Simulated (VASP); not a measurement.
Set up this calculation in VASP 6.6.1, as the native input.

```yaml
Task: single point
Functional: LDA
Potentials_or_basis: VASP PAW LDA potentials, release 64 (Pt)
Cutoff: 520 eV
k_mesh: 17 × 17 × 17
Occupations: fermi-dirac, width 0.05 eV
Spin: no spin polarisation
Dipole_correction: no
Further_INCAR_settings: ALGO = Normal; EDIFF = 1e-06; NBANDS = 11
```

The structure of Pt lies in POSCAR:

```
Pt
1.0
    0.0000000000      1.8073616932      1.8073616932
    1.8073616932      0.0000000000      1.8073616932
    1.8073616932      1.8073616932      0.0000000000
Pt
1
Direct
    0.0000000000      0.0000000000      0.0000000000
```

This cell differs from its parent crystal: volume scaled by 0.8.

These files were run (other wordings do the same):

INCAR

```
SYSTEM = Pt
PREC = Accurate
ENCUT = 520
EDIFF = 1E-6
ISMEAR = -1
SIGMA = 0.05
LREAL = .FALSE.
LASPH = .TRUE.
NELM = 80
ALGO = Normal
ISIF = 2
LWAVE = .FALSE.
LCHARG = .FALSE.
GGA = CA
NBANDS = 11
```

KPOINTS

```
regular mesh
0
G
  17 17 17
  0 0 0
```

Potentials or basis: VASP PAW LDA potentials, release 64 (Pt).

The run is started by

```console
$ cat potpaw_LDA.64/Pt/POTCAR > POTCAR
$ mpirun -np 1 vasp_std > vasp.out
```

Results of the run:

```json
{
 "Pressure": "125.3 GPa",
 "Band gap on the k mesh": "zero (band 5 reaches 17.38 eV, above the bottom of band 6 at 14.01 eV)"
}
```

Caveat: spin-orbit coupling is left out, which moves the levels of the heavy elements.

Run time: 11 s on 1 thread of Intel Xeon 6975P-C, on a shared host, peak memory 0.14 GiB.
